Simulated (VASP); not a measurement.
# Ni3Ge (Pm-3m) in VASP: further runs

The runs below take Ni3Ge through relaxation of cell and atoms, with PBEsol.

Program: VASP 6.6.1. These are calculated values, not measurements. Logs are shortened: lines on timing, memory, paths and dates and some standing lists are left out, and cuts for length are marked.

## 1. The cell of the first run

It takes space group Pm-3m (No. 221, cubic). The conventional cell has a = 3.525 Å, b = 3.525 Å, c = 3.525 Å, α = 90.00°, β = 90.00°, γ = 90.00°. Within 3.3 Å of Ni (site symmetry 4/mmm) lie 8 Ni at 2.49 Å and 4 Ge at 2.49 Å. Within 3.3 Å of Ge (site symmetry m-3m) lie 12 Ni at 2.49 Å.

## 2. Relaxation of cell and atoms, PBEsol

Input file INCAR:

```
ALGO     = Fast           # electronic algorithm
EDIFF    = 1E-6           # SCF threshold, eV
EDIFFG   = -0.001         # ionic threshold
ENCUT    = 600            # plane-wave cutoff, eV
GGA      = PS             # functional
IBRION   = 2              # ionic algorithm
ISIF     = 3              # what is computed and relaxed
ISMEAR   = -1             # smearing method
LASPH    = T              # aspherical terms in the spheres
LCHARG   = F              # write CHGCAR
LREAL    = F              # projectors in reciprocal space
LWAVE    = F              # write WAVECAR
NELM     = 60             # most SCF steps
NSW      = 80             # ionic steps
PREC     = Accurate       # precision mode
SIGMA    = 0.15           # smearing width, eV
```

Input file KPOINTS:

```
k-points
0
Gamma
  12 12 12
```

Input file POSCAR:

```
Ni3Ge
1.0
    3.5249142963      0.0000000000      0.0000000000
    0.0000000000      3.5249142963      0.0000000000
    0.0000000000      0.0000000000      3.5249142963
Ni Ge
3 1
Direct
    0.5000000000      0.0000000000      0.5000000000
    0.0000000000      0.5000000000      0.5000000000
    0.5000000000      0.5000000000      0.0000000000
    0.0000000000      0.0000000000      0.0000000000
```

Potentials or basis: VASP PAW PBE potentials, release 64 (Ni, Ge_d).

Command:

```console
> cat potpaw_PBE.64/Ni/POTCAR potpaw_PBE.64/Ge_d/POTCAR > POTCAR
> mpirun -np 1 vasp_std > vasp.out
```

OUTCAR:

```text
EDIFF = 1E-6
   EDIFFG = -0.001
   ENCUT = 600
   GGA = PS
   IBRION = 2
   ISIF = 3
   ISMEAR = -1
   LASPH = T
   LREAL = F
   NELM = 60
   NSW = 80
   PREC = Accurate

 ion  position               nearest neighbor table
   1  0.500  0.000  0.500-   2 2.49   3 2.49   4 2.49   3 2.49   4 2.49   2 2.49   3 2.49   3 2.49
                             2 2.49   4 2.49   4 2.49   2 2.49
   2  0.000  0.500  0.500-   1 2.49   3 2.49   4 2.49   3 2.49   4 2.49   1 2.49   4 2.49   4 2.49
                             1 2.49   3 2.49   3 2.49   1 2.49
   3  0.500  0.500  0.000-   1 2.49   2 2.49   4 2.49   1 2.49   2 2.49   1 2.49   4 2.49   1 2.49
                             2 2.49   4 2.49   2 2.49   4 2.49
   4  0.000  0.000  0.000-   1 2.49   2 2.49   3 2.49   1 2.49   2 2.49   2 2.49   3 2.49   2 2.49
                             1 2.49   3 2.49   1 2.49   3 2.49

  LATTYP: Found a simple cubic cell.
 ALAT       =     3.5249142963

  Lattice vectors:

 A1 = (   3.5249142963,   0.0000000000,   0.0000000000)
 A2 = (   0.0000000000,   3.5249142963,   0.0000000000)
 A3 = (   0.0000000000,   0.0000000000,   3.5249142963)

Analysis of symmetry for initial positions (statically):
=====================================================================
 Subroutine PRICEL returns:
 Original cell was already a primitive cell.

 Routine SETGRP: Setting up the symmetry group for a
 simple cubic supercell.

 Subroutine GETGRP returns: Found 48 space group operations
 (whereof 48 operations were pure point group operations)
 out of a pool of 48 trial point group operations.

The static configuration has the point symmetry O_h .

Analysis of symmetry for dynamics (positions and initial velocities):
=====================================================================
 Subroutine PRICEL returns:
 Original cell was already a primitive cell.

 Routine SETGRP: Setting up the symmetry group for a
 simple cubic supercell.

 Subroutine GETGRP returns: Found 48 space group operations
 (whereof 48 operations were pure point group operations)
 out of a pool of 48 trial point group operations.

The dynamic configuration has the point symmetry O_h .

 Subroutine INISYM returns: Found 48 space group operations
 (whereof 48 operations are pure point group operations),
 and found     1 'primitive' translations

----------------------------------------------------------------------------------------

                                     Primitive cell

  volume of cell :      43.7971

  direct lattice vectors                    reciprocal lattice vectors
     3.524914296  0.000000000  0.000000000     0.283694841  0.000000000  0.000000000
     0.000000000  3.524914296  0.000000000     0.000000000  0.283694841  0.000000000
     0.000000000  0.000000000  3.524914296     0.000000000  0.000000000  0.283694841

  length of vectors
     3.524914296  3.524914296  3.524914296     0.283694841  0.283694841  0.283694841

  position of ions in fractional coordinates (direct lattice)
     0.500000000  0.000000000  0.500000000
     0.000000000  0.500000000  0.500000000
     0.500000000  0.500000000  0.000000000
     0.000000000  0.000000000  0.000000000

  ion indices of the primitive-cell ions
   primitive index   ion index
                 1           1
                 2           2
                 3           3
                 4           4

----------------------------------------------------------------------------------------

 KPOINTS: k-points

Automatic generation of k-mesh.
 Grid dimensions read from file:
 generate k-points for:   12   12   12

 Generating k-lattice:

  Cartesian coordinates                     Fractional coordinates (reciprocal lattice)
     0.023641237  0.000000000  0.000000000     0.083333333  0.000000000  0.000000000
     0.000000000  0.023641237  0.000000000     0.000000000  0.083333333  0.000000000
     0.000000000  0.000000000  0.023641237     0.000000000  0.000000000  0.083333333

  Length of vectors
     0.023641237  0.023641237  0.023641237

  Shift w.r.t. Gamma in fractional coordinates (k-lattice)
     0.000000000  0.000000000  0.000000000

 Subroutine IBZKPT returns following result:
 ===========================================

 Found     84 irreducible k-points:

 Following reciprocal coordinates:
            Coordinates               Weight
  0.000000  0.000000  0.000000      1.000000
  0.083333  0.000000  0.000000      6.000000
  0.166667  0.000000  0.000000      6.000000
  0.250000  0.000000  0.000000      6.000000
  0.333333  0.000000  0.000000      6.000000
  0.416667  0.000000  0.000000      6.000000
[... 16 lines left out ...]
  0.333333  0.333333  0.000000     12.000000
  0.416667  0.333333  0.000000     24.000000
 [... further k-points ...]
   k-points           NKPTS =     84   k-points in BZ     NKDIM =     84   number of bands    NBANDS=     26
   number of dos      NEDOS =    301   number of ions     NIONS =      4
   total plane-waves  NPLWV =  21952
   dimension x,y,z NGX =    28 NGY =   28 NGZ =   28
   dimension x,y,z NGXF=    56 NGYF=   56 NGZF=   56
   ions per type =               3   1
   NGX,Y,Z   is equivalent  to a cutoff of  13.21, 13.21, 13.21 a.u.
   NGXF,Y,Z  is equivalent  to a cutoff of  26.41, 26.41, 26.41 a.u.
 SYSTEM =  unknown system
   PREC   = accura    normal or accurate (medium, high low for compatibility)
   ISTART =      0    job   : 0-new  1-cont  2-samecut
   ICHARG =      2    charge: 1-file 2-atom 10-const
   ISPIN  =      1    spin polarized calculation?
   LNONCOLLINEAR =      F non collinear calculations
   LSORBIT =      F    spin-orbit coupling
   LASPH  =      T    aspherical Exc in radial PAW
   ENCUT  =  600.0 eV  44.10 Ry    6.64 a.u.   7.04  7.04  7.04*2*pi/ulx,y,z
   NELM   =     60;   NELMIN=  2; NELMDL= -5     # of ELM steps
   EDIFF  = 0.1E-05   stopping-criterion for ELM
   LREAL  =      F    real-space projection
   EDIFFG = -.1E-02   stopping-criterion for IOM
   NSW    =     80    number of steps for IOM
   IBRION =      2    ionic relax: 0-MD 1-quasi-New 2-CG
   NFREE  =      1    steps in history (QN), initial steepest desc. (CG)
   ISIF   =      3    stress and relaxation
   ISYM   =      2    0-nonsym 1-usesym 2-fastsym
   POTIM  = 0.5000    time-step for ionic-motion
   TEBEG  =    0.0;   TEEND  =   0.0 temperature during run
   PSTRESS=    0.0 pullay stress
   NELECT =      44.0000    total number of electrons
   NUPDOWN=      -1.0000    fix difference up-down
   EMIN   =  10.00;   EMAX   =-10.00  energy-range for DOS
   EFERMI =   0.00;   METHOD = LEGACY
   ISMEAR =    -1;   SIGMA  =   0.15  broadening in eV -4-tet -1-fermi 0-gaus
   EFERMI_NEDOS =   21; number of points for ismear=-14 and -15
   IALGO  =     68    algorithm
   IMIX   =      4    mixing-type and parameters
     AMIX     =   0.40;   BMIX     =  1.00
     AMIX_MAG =   1.60;   BMIX_MAG =  1.00
  volume/ion in A,a.u.               =      10.95        73.89
  Fermi-wavevector in a.u.,A,eV,Ry     =   1.639622  3.098437 36.577378  2.688361
  Thomas-Fermi vector in A             =   2.730397
   LORBIT       =      0    0 simple, 1 ext, 2 COOP (PROOUT), +10 PAW based schemes
   GGA     = PS    functional components
   LHFCALC =     F    Hartree Fock is set to
   AEXX    =    0.0000 exact exchange contribution
   IVDW    =     0    specifies the selected vdW correction
   LEPSILON=     F    determine dielectric tensor
   LRPA    =     F    only Hartree local field effects (RPA)
 conjugate gradient relaxation of ions
 non-spin polarized calculation
 RMM-DIIS sequential band-by-band and
  energy-cutoff  :      600.00
  volume of cell :       43.80
 maximum number of plane-waves:      1492
   NGX = 15   NGY = 15   NGZ = 15

--------------------------------------- Ionic step        1  -------------------------------------------

 number of electron      43.9999970 magnetization

 Free energy of the ion-electron system (eV)
  ---------------------------------------------------
  ext. energy  EPLUGINS =         0.00000000
  ---------------------------------------------------
  free energy    TOTEN  =       -24.81702520 eV

  energy without entropy =      -24.64601767  energy(sigma->0) =      -24.73152143

------------------------ aborting loop because EDIFF is reached ----------------------------------------

  FORCE on cell =-STRESS in cart. coord.  units (eV):
  Direction    XX          YY          ZZ          XY          YZ          ZX
  --------------------------------------------------------------------------------------
  -------------------------------------------------------------------------------------
  Total        0.1781590      0.1781590      0.1781590      0.0000000      0.0000000     -0.0000000
  in kB        6.5173734      6.5173734      6.5173734      0.0000000      0.0000000     -0.0000000
  external PRESSURE =       6.5173734 kB  Pullay stress =       0.0000000 kB
[... 213 lines left out ...]
  energy  without entropy=      -24.6453924327  energy(sigma->0) =      -24.73129302

--------------------------------------- Ionic step        7  -------------------------------------------

 number of electron      43.9999971 magnetization

 Free energy of the ion-electron system (eV)
  ---------------------------------------------------
  ext. energy  EPLUGINS =         0.00000000
  ---------------------------------------------------
  free energy    TOTEN  =       -24.81719436 eV

  energy without entropy =      -24.64540472  energy(sigma->0) =      -24.73129954

 E-fermi :  10.3175     XC(G=0): -13.6632

 val. band max:       10.2881278123   @ k =   0.5000   0.4167   0.3333
 cond. band min:      10.3553031007   @ k =   0.4167   0.4167   0.3333
 fundamental gap:      0.0671752884
 Fermi energy:        10.3174989634

 k-point     1 :       0.0000    0.0000    0.0000
  band No.  band energies     occupation
      1     -14.3399      2.00000
      2     -14.3399      2.00000
      3     -14.3251      2.00000
      4     -14.3251      2.00000
      5     -14.3251      2.00000
      6      -2.3429      2.00000
[... 685 lines left out ...]
     25      14.8340      0.00000
     26      16.3700      0.00000

 [... further k-points ...]

------------------------ aborting loop because EDIFF is reached ----------------------------------------

  FORCE on cell =-STRESS in cart. coord.  units (eV):
  Direction    XX          YY          ZZ          XY          YZ          ZX
  --------------------------------------------------------------------------------------
  -------------------------------------------------------------------------------------
  Total       -0.0019971     -0.0019971     -0.0019971     -0.0000000     -0.0000000      0.0000000
  in kB       -0.0728733     -0.0728733     -0.0728733     -0.0000000     -0.0000000      0.0000000
  external PRESSURE =      -0.0728733 kB  Pullay stress =       0.0000000 kB
[... 19 lines left out ...]
  FREE ENERGIE OF THE ION-ELECTRON SYSTEM (eV)
  ---------------------------------------------------
  free  energy   TOTEN  =       -24.8171943564 eV

  energy  without entropy=      -24.6454047229  energy(sigma->0) =      -24.73129954

 reached required accuracy - stopping structural energy minimisation
```

Wall time 7.7 min (1 thread of Intel Xeon 8259CL, shared host); peak memory 0.24 GiB.

What came out:

| Item | Value |
| --- | --- |
| Free energy | -24.8172 eV |
| Relaxed volume | 10.98 Å³/atom |
| Relaxed cell | a = 3.528 Å, b = 3.528 Å, c = 3.528 Å, α = 90.00°, β = 90.00°, γ = 90.00° |
| Space group after relaxing (to 0.1 Å) | Pm-3m (No. 221) |
| Energy gained by relaxing | 0.0 meV/atom |
| Ionic steps | 7 |
| Pressure after relaxing | 0.0 GPa |
| Band gap on the k mesh | zero (bands 22 and 23 overlap by 0.23 eV) |

The path:
| step | energy change (eV) | largest force (eV/Å) | pressure (GPa) | volume (Å³) |
| --- | --- | --- | --- | --- |
| 1 | 0.0000 | 0.0000 | 0.65 | 43.80 |
| 2 | 0.0003 | 0.0000 | -0.78 | 44.08 |
| 3 | -0.0002 | 0.0000 | 0.09 | 43.90 |
| 4 | -0.0002 | 0.0000 | -0.11 | 43.92 |
| 5 | -0.0002 | 0.0000 | 0.05 | 43.90 |
| 6 | -0.0002 | 0.0000 | -0.06 | 43.91 |
| 7 | -0.0002 | 0.0000 | -0.01 | 43.91 |

Final structure:
```
Ni Ge
1.0
     3.52786    0.00000    0.00000
     0.00000    3.52786    0.00000
     0.00000    0.00000    3.52786
Ni Ge
3 1
Direct
  0.50000 0.00000 0.50000
  0.00000 0.50000 0.50000
  0.50000 0.50000 0.00000
  0.00000 0.00000 0.00000
```

Caveat: the PAW data sets were made with another functional, which shifts forces and pressure a little. Spin polarisation is off, so any magnetic state and its effect on volume and gap are missing.

## 3. Relaxation of cell and atoms, PBEsol

This run uses another cell than the first one, of 11.00 Å³/atom.

Input file INCAR:

```
ALGO = Fast
EDIFF = 1E-6
EDIFFG = -0.005
ENCUT = 600
GGA = PS
IBRION = 2
ISIF = 3
ISMEAR = 0
LASPH = T
LCHARG = F
LREAL = F
LWAVE = F
NELM = 80
NSW = 100
PREC = Accurate
SIGMA = 0.1
```

KPOINTS is that of step 2.

Input file POSCAR:

```
Ni3Ge
1.0
    3.5303341067      0.0000000000      0.0000000000
    0.0000000000      3.5303341067      0.0000000000
    0.0000000000      0.0000000000      3.5303341067
Ni Ge
3 1
Direct
    0.5000000000      0.0000000000      0.5000000000
    0.0000000000      0.5000000000      0.5000000000
    0.5000000000      0.5000000000      0.0000000000
    0.0000000000      0.0000000000      0.0000000000
```

Potentials or basis: VASP PAW PBE potentials, release 64 (Ni, Ge_d).

Command:

```console
> cat potpaw_PBE.64/Ni/POTCAR potpaw_PBE.64/Ge_d/POTCAR > POTCAR
> mpirun -np 1 vasp_std > vasp.out
```

Run time: 6.5 min. Hardware: 1 thread of Intel Xeon 8259CL, shared host; peak memory 0.24 GiB.

It converged, with:

```yaml
Free_energy: -24.7447 eV
Relaxed_volume: 10.96 Å³/atom
Relaxed_cell: a = 3.526 Å, b = 3.526 Å, c = 3.526 Å, α = 90.00°, β = 90.00°, γ = 90.00°
Space_group_after_relaxing_to_0.1_Å: Pm-3m (No. 221)
Energy_gained_by_relaxing: 0.1 meV/atom
Ionic_steps: 3
Pressure_after_relaxing: -0.1 GPa
Band_gap_on_the_k_mesh: zero (bands 22 and 23 overlap by 0.23 eV)
```

The path:
| step | energy change (eV) | largest force (eV/Å) | pressure (GPa) | volume (Å³) |
| --- | --- | --- | --- | --- |
| 1 | 0.0000 | 0.0000 | -1.23 | 44.00 |
| 2 | 0.0016 | 0.0000 | 1.88 | 43.47 |
| 3 | -0.0005 | 0.0000 | -0.06 | 43.82 |

Final structure:
```
Ni Ge
1.0
     3.52560    0.00000    0.00000
     0.00000    3.52560    0.00000
     0.00000    0.00000    3.52560
Ni Ge
3 1
Direct
  0.50000 0.00000 0.50000
  0.00000 0.50000 0.50000
  0.50000 0.50000 0.00000
  0.00000 0.00000 0.00000
```

Levels at points of the mesh, in eV from the Fermi level:
```csv
k point,band 20,band 21,band 22,band 23,band 24,band 25
"(0.00, 0.00, 0.00)",-0.59,-0.29,0.03,0.03,0.03,4.00
"(0.50, 0.00, 0.00)",-1.15,-0.54,0.03,3.64,3.64,4.70
"(0.50, 0.50, 0.00)",-1.11,-0.95,-0.94,0.64,0.64,5.74
"(0.50, 0.50, 0.50)",-1.17,-0.53,-0.20,-0.20,-0.20,0.71
```

Caveat: the PAW data sets were made with another functional, which shifts forces and pressure a little. Spin polarisation is off, so any magnetic state and its effect on volume and gap are missing.
